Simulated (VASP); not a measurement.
# BaTe (F-43m) in VASP: settings compared

The runs below take BaTe through single point, with PBE, PBE+D4, PBEsol, HSE06.

Everything below comes from runs of VASP 6.6.1. Logs are shortened: lines on timing, memory, paths and dates and some standing lists are left out, and cuts for length are marked.

## (1) The cell of the first run

Symmetry: F-43m, No. 216, cubic system. The conventional cell has a = 7.828 Å, b = 7.828 Å, c = 7.828 Å, α = 90.00°, β = 90.00°, γ = 90.00°. Ba (site symmetry -43m) has 4 Te at 3.39 Å within 4.5 Å. Te (site symmetry -43m) has 4 Ba at 3.39 Å within 4.5 Å.

## (2) Single point, PBE

Contents of INCAR:

```
SYSTEM = BaTe
  PREC = Accurate
  ENCUT = 500
  EDIFF = 1E-6
  ISMEAR = 0
  SIGMA = 0.05
  LREAL = .False.
  LASPH = .True.
  NELM = 120
  ALGO = Normal
  ISIF = 2
  LWAVE = .False.
  LCHARG = .True.
  GGA = PE
  LELF = .True.
  LVHAR = .True.
  NBANDS = 15
  GGA_COMPAT = .False.
```

Contents of KPOINTS:

```
Automatic mesh
0
Gamma
  4 4 4
  0 0 0
```

Contents of POSCAR:

```
BaTe
1.0
    0.0000000000      3.9141586662      3.9141586662
    3.9141586662      0.0000000000      3.9141586662
    3.9141586662      3.9141586662      0.0000000000
Ba Te
1 1
Direct
    0.0000000000      0.0000000000      0.0000000000
    0.2500000000      0.2500000000      0.2500000000
```

Potentials or basis: VASP PAW PBE potentials, release 64 (Ba_sv, Te).

Launch:

```console
cat potpaw_PBE.64/Ba_sv/POTCAR potpaw_PBE.64/Te/POTCAR > POTCAR
mpirun -np 1 vasp_std > vasp.out
```

OUTCAR:

```text
SYSTEM = BaTe
   PREC = Accurate
   ENCUT = 500
   EDIFF = 1E-6
   ISMEAR = 0
   LREAL = .False.
   LASPH = .True.
   NELM = 120
   ISIF = 2
   GGA = PE

 ion  position               nearest neighbor table
   1  0.000  0.000  0.000-   2 3.39   2 3.39   2 3.39   2 3.39
   2  0.250  0.250  0.250-   1 3.39   1 3.39   1 3.39   1 3.39

  LATTYP: Found a face centered cubic cell.
 ALAT       =     7.8283173324

  Lattice vectors:

 A1 = (   0.0000000000,   3.9141586662,   3.9141586662)
 A2 = (   3.9141586662,   0.0000000000,   3.9141586662)
 A3 = (   3.9141586662,   3.9141586662,   0.0000000000)

Analysis of symmetry for initial positions (statically):
=====================================================================
 Subroutine PRICEL returns:
 Original cell was already a primitive cell.

 Routine SETGRP: Setting up the symmetry group for a
 face centered cubic supercell.

 Subroutine GETGRP returns: Found 24 space group operations
 (whereof 24 operations were pure point group operations)
 out of a pool of 48 trial point group operations.

The static configuration has the point symmetry T_d .

Analysis of symmetry for dynamics (positions and initial velocities):
=====================================================================
 Subroutine PRICEL returns:
 Original cell was already a primitive cell.

 Routine SETGRP: Setting up the symmetry group for a
 face centered cubic supercell.

 Subroutine GETGRP returns: Found 24 space group operations
 (whereof 24 operations were pure point group operations)
 out of a pool of 48 trial point group operations.

The dynamic configuration has the point symmetry T_d .

 Subroutine INISYM returns: Found 24 space group operations
 (whereof 24 operations are pure point group operations),
 and found     1 'primitive' translations

----------------------------------------------------------------------------------------

                                     Primitive cell

  volume of cell :     119.9348

  direct lattice vectors                    reciprocal lattice vectors
     0.000000000  3.914158666  3.914158666    -0.127741372  0.127741372  0.127741372
     3.914158666  0.000000000  3.914158666     0.127741372 -0.127741372  0.127741372
     3.914158666  3.914158666  0.000000000     0.127741372  0.127741372 -0.127741372

  length of vectors
     5.535456271  5.535456271  5.535456271     0.221254547  0.221254547  0.221254547

  position of ions in fractional coordinates (direct lattice)
     0.000000000  0.000000000  0.000000000
     0.250000000  0.250000000  0.250000000

  ion indices of the primitive-cell ions
   primitive index   ion index
                 1           1
                 2           2

----------------------------------------------------------------------------------------

 KPOINTS: Automatic mesh

Automatic generation of k-mesh.
 Grid dimensions read from file:
 generate k-points for:    4    4    4

 Generating k-lattice:

  Cartesian coordinates                     Fractional coordinates (reciprocal lattice)
    -0.031935343  0.031935343  0.031935343     0.250000000  0.000000000  0.000000000
     0.031935343 -0.031935343  0.031935343     0.000000000  0.250000000  0.000000000
     0.031935343  0.031935343 -0.031935343     0.000000000  0.000000000  0.250000000

  Length of vectors
     0.055313637  0.055313637  0.055313637

  Shift w.r.t. Gamma in fractional coordinates (k-lattice)
     0.000000000  0.000000000  0.000000000

 Subroutine IBZKPT returns following result:
 ===========================================

 Found      8 irreducible k-points:

 Following reciprocal coordinates:
            Coordinates               Weight
  0.000000  0.000000  0.000000      1.000000
  0.250000  0.000000  0.000000      8.000000
  0.500000  0.000000  0.000000      4.000000
  0.250000  0.250000  0.000000      6.000000
  0.500000  0.250000  0.000000     24.000000
 -0.250000  0.250000  0.000000     12.000000
  0.500000  0.500000  0.000000      3.000000
 -0.250000  0.500000  0.250000      6.000000
   k-points           NKPTS =      8   k-points in BZ     NKDIM =      8   number of bands    NBANDS=     15
   number of dos      NEDOS =    301   number of ions     NIONS =      2
   total plane-waves  NPLWV =  64000
   dimension x,y,z NGX =    40 NGY =   40 NGZ =   40
   dimension x,y,z NGXF=    80 NGYF=   80 NGZF=   80
   ions per type =               1   1
   NGX,Y,Z   is equivalent  to a cutoff of  12.01, 12.01, 12.01 a.u.
   NGXF,Y,Z  is equivalent  to a cutoff of  24.03, 24.03, 24.03 a.u.
 SYSTEM =  BaTe
   PREC   = accura    normal or accurate (medium, high low for compatibility)
   ISTART =      0    job   : 0-new  1-cont  2-samecut
   ICHARG =      2    charge: 1-file 2-atom 10-const
   ISPIN  =      1    spin polarized calculation?
   LNONCOLLINEAR =      F non collinear calculations
   LSORBIT =      F    spin-orbit coupling
   LASPH  =      T    aspherical Exc in radial PAW
   ENCUT  =  500.0 eV  36.75 Ry    6.06 a.u.  10.09 10.09 10.09*2*pi/ulx,y,z
   NELM   =    120;   NELMIN=  2; NELMDL= -5     # of ELM steps
   EDIFF  = 0.1E-05   stopping-criterion for ELM
   LREAL  =      F    real-space projection
   EDIFFG = 0.1E-04   stopping-criterion for IOM
   NSW    =      0    number of steps for IOM
   IBRION =     -1    ionic relax: 0-MD 1-quasi-New 2-CG
   NFREE  =      0    steps in history (QN), initial steepest desc. (CG)
   ISIF   =      2    stress and relaxation
   ISYM   =      2    0-nonsym 1-usesym 2-fastsym
   POTIM  = 0.5000    time-step for ionic-motion
   TEBEG  =    0.0;   TEEND  =   0.0 temperature during run
   PSTRESS=    0.0 pullay stress
   NELECT =      16.0000    total number of electrons
   NUPDOWN=      -1.0000    fix difference up-down
   EMIN   =  10.00;   EMAX   =-10.00  energy-range for DOS
   EFERMI =   0.00;   METHOD = LEGACY
   ISMEAR =     0;   SIGMA  =   0.05  broadening in eV -4-tet -1-fermi 0-gaus
   EFERMI_NEDOS =   21; number of points for ismear=-14 and -15
   IALGO  =     38    algorithm
   IMIX   =      4    mixing-type and parameters
     AMIX     =   0.40;   BMIX     =  1.00
     AMIX_MAG =   1.60;   BMIX_MAG =  1.00
  volume/ion in A,a.u.               =      59.97       404.68
  Fermi-wavevector in a.u.,A,eV,Ry     =   0.836501  1.580757  9.520455  0.699734
  Thomas-Fermi vector in A             =   1.950236
   LORBIT       =      0    0 simple, 1 ext, 2 COOP (PROOUT), +10 PAW based schemes
   GGA     = PE    functional components
   LHFCALC =     F    Hartree Fock is set to
   AEXX    =    0.0000 exact exchange contribution
   IVDW    =     0    specifies the selected vdW correction
   LEPSILON=     F    determine dielectric tensor
   LRPA    =     F    only Hartree local field effects (RPA)
 non-spin polarized calculation
 Gauss-broadening in eV      SIGMA  =   0.05
  energy-cutoff  :      500.00
  volume of cell :      119.93
 maximum number of plane-waves:      3071
   NGX = 21   NGY = 21   NGZ = 21

 number of electron      16.0000000 magnetization

 Free energy of the ion-electron system (eV)
  ---------------------------------------------------
  ext. energy  EPLUGINS =         0.00000000
  ---------------------------------------------------
  free energy    TOTEN  =        -8.09072665 eV

  energy without entropy =       -8.09072665  energy(sigma->0) =       -8.09072665

 E-fermi :   0.3613     XC(G=0):  -6.6871

 val. band max:        0.0296364911   @ k =  -0.2500   0.5000   0.2500
 cond. band min:       2.6065396432   @ k =   0.0000   0.0000   0.0000
 fundamental gap:      2.5769031521
 Fermi energy:         0.3612675755

 k-point     1 :       0.0000    0.0000    0.0000
  band No.  band energies     occupation
      1     -26.8681      2.00000
      2     -12.0564      2.00000
      3     -12.0564      2.00000
      4     -12.0564      2.00000
      5      -8.6982      2.00000
      6      -0.4066      2.00000
      7      -0.4066      2.00000
      8      -0.4066      2.00000
      9       2.6065      0.00000
     10       4.1525      0.00000
     11       4.1525      0.00000
     12       6.1057      0.00000
     13       6.1057      0.00000
     14       6.1057      0.00000
     15       7.9270      0.00000

 k-point     2 :       0.2500    0.0000    0.0000
  band No.  band energies     occupation
      1     -26.8665      2.00000
      2     -12.1426      2.00000
      3     -12.0635      2.00000
      4     -12.0635      2.00000
      5      -8.5608      2.00000
      6      -0.6198      2.00000
      7      -0.3107      2.00000
      8      -0.3107      2.00000
      9       3.6055      0.00000
     10       4.0139      0.00000
     11       4.0139      0.00000
     12       5.4460      0.00000
     13       6.2018      0.00000
     14       6.2018      0.00000
     15       6.3396      0.00000

 k-point     3 :       0.5000    0.0000    0.0000
  band No.  band energies     occupation
      1     -26.8648      2.00000
      2     -12.2227      2.00000
      3     -12.0706      2.00000
      4     -12.0706      2.00000
      5      -8.4321      2.00000
      6      -0.6655      2.00000
      7      -0.2240      2.00000
      8      -0.2240      2.00000
      9       4.0255      0.00000
     10       4.3558      0.00000
     11       4.3558      0.00000
     12       4.5591      0.00000
     13       5.2295      0.00000
     14       5.2295      0.00000
     15       7.3450      0.00000

 k-point     4 :       0.2500    0.2500    0.0000
  band No.  band energies     occupation
      1     -26.8659      2.00000
      2     -12.1553      2.00000
      3     -12.0735      2.00000
      4     -12.0735      2.00000
      5      -8.5151      2.00000
      6      -0.7696      2.00000
      7      -0.2115      2.00000
      8      -0.2115      2.00000
      9       3.2765      0.00000
     10       4.1112      0.00000
     11       4.5099      0.00000
     12       5.6013      0.00000
     13       5.7782      0.00000
     14       5.7782      0.00000
     15       7.2298      0.00000

 k-point     5 :       0.5000    0.2500    0.0000
  band No.  band energies     occupation
      1     -26.8642      2.00000
      2     -12.2217      2.00000
      3     -12.0940      2.00000
      4     -12.0805      2.00000
      5      -8.3861      2.00000
      6      -0.7154      2.00000
      7      -0.2242      2.00000
      8      -0.1023      2.00000
      9       3.2133      0.00000
     10       4.0411      0.00000
     11       4.5115      0.00000
     12       5.3431      0.00000
     13       5.5682      0.00000
     14       5.9401      0.00000
     15       7.4595      0.00000

 k-point     6 :      -0.2500    0.2500    0.0000
  band No.  band energies     occupation
      1     -26.8648      2.00000
      2     -12.2005      2.00000
      3     -12.0943      2.00000
      4     -12.0706      2.00000
      5      -8.4289      2.00000
      6      -0.5881      2.00000
      7      -0.3452      2.00000
      8      -0.1997      2.00000
      9       3.6816      0.00000
     10       3.8351      0.00000
     11       4.3025      0.00000
     12       5.2537      0.00000
     13       5.7032      0.00000
     14       6.1830      0.00000
     15       6.8325      0.00000

 k-point     7 :       0.5000    0.5000    0.0000
  band No.  band energies     occupation
      1     -26.8637      2.00000
      2     -12.2452      2.00000
      3     -12.0905      2.00000
      4     -12.0905      2.00000
      5      -8.3438      2.00000
      6      -0.9389      2.00000
      7       0.0257      2.00000
      8       0.0257      2.00000
      9       2.9518      0.00000
     10       3.9297      0.00000
     11       5.0003      0.00000
     12       5.0003      0.00000
     13       5.0072      0.00000
     14       7.0379      0.00000
     15       7.5360      0.00000

 k-point     8 :      -0.2500    0.5000    0.2500
  band No.  band energies     occupation
      1     -26.8637      2.00000
      2     -12.2326      2.00000
      3     -12.1040      2.00000
      4     -12.0908      2.00000
      5      -8.3428      2.00000
      6      -0.5449      2.00000
      7      -0.4498      2.00000
      8       0.0296      2.00000
      9       2.9447      0.00000
     10       3.7907      0.00000
     11       4.7466      0.00000
     12       5.1225      0.00000
     13       5.9268      0.00000
     14       7.1342      0.00000
     15       7.1978      0.00000

------------------------ aborting loop because EDIFF is reached ----------------------------------------

  FORCE on cell =-STRESS in cart. coord.  units (eV):
  Direction    XX          YY          ZZ          XY          YZ          ZX
  --------------------------------------------------------------------------------------
  -------------------------------------------------------------------------------------
  Total        0.1557148      0.1557148      0.1557148      0.0000000      0.0000000      0.0000000
  in kB        2.0801533      2.0801533      2.0801533      0.0000000      0.0000000      0.0000000
  external PRESSURE =       2.0801533 kB  Pullay stress =       0.0000000 kB

 VOLUME and BASIS-vectors are now :
 -----------------------------------------------------------------------------
  energy-cutoff  :      500.00
  volume of cell :      119.93
      direct lattice vectors                 reciprocal lattice vectors
     0.000000000  3.914158666  3.914158666    -0.127741372  0.127741372  0.127741372
     3.914158666  0.000000000  3.914158666     0.127741372 -0.127741372  0.127741372
     3.914158666  3.914158666  0.000000000     0.127741372  0.127741372 -0.127741372

 POSITION                                       TOTAL-FORCE (eV/Angst)
 -----------------------------------------------------------------------------------
      0.00000      0.00000      0.00000        -0.000000     -0.000000     -0.000000
      1.95708      1.95708      1.95708         0.000000      0.000000      0.000000
 -----------------------------------------------------------------------------------
    total drift:                                0.000000      0.000000      0.000000

  FREE ENERGIE OF THE ION-ELECTRON SYSTEM (eV)
  ---------------------------------------------------
  free  energy   TOTEN  =        -8.0907266512 eV

  energy  without entropy=       -8.0907266512  energy(sigma->0) =       -8.09072665
```

It took 20 s on 1 thread of Intel Xeon Platinum 8375C at 2.90GHz (Ice Lake), shared host; peak memory 0.24 GiB.

Results:

```yaml
Free_energy: -8.0907 eV
Pressure: 0.2 GPa
Band_gap_on_the_k_mesh: 2.58 eV (least direct gap 2.92 eV)
```

Levels at points of the mesh, in eV from the valence-band top:
```csv
k point,band 5,band 6,band 7,band 8,band 9,band 10,band 11,band 12
"(0.00, 0.00, 0.00)",-8.73,-0.44,-0.44,-0.44,2.58,4.12,4.12,6.08
"(0.50, 0.00, 0.00)",-8.46,-0.70,-0.25,-0.25,4.00,4.33,4.33,4.53
"(0.50, 0.50, 0.00)",-8.37,-0.97,0.00,0.00,2.92,3.90,4.97,4.97
```

Caveat: spin-orbit coupling is left out, which moves the levels of the heavy elements. A k mesh can miss the band edges.

(Part 1 of 2 ends here.)
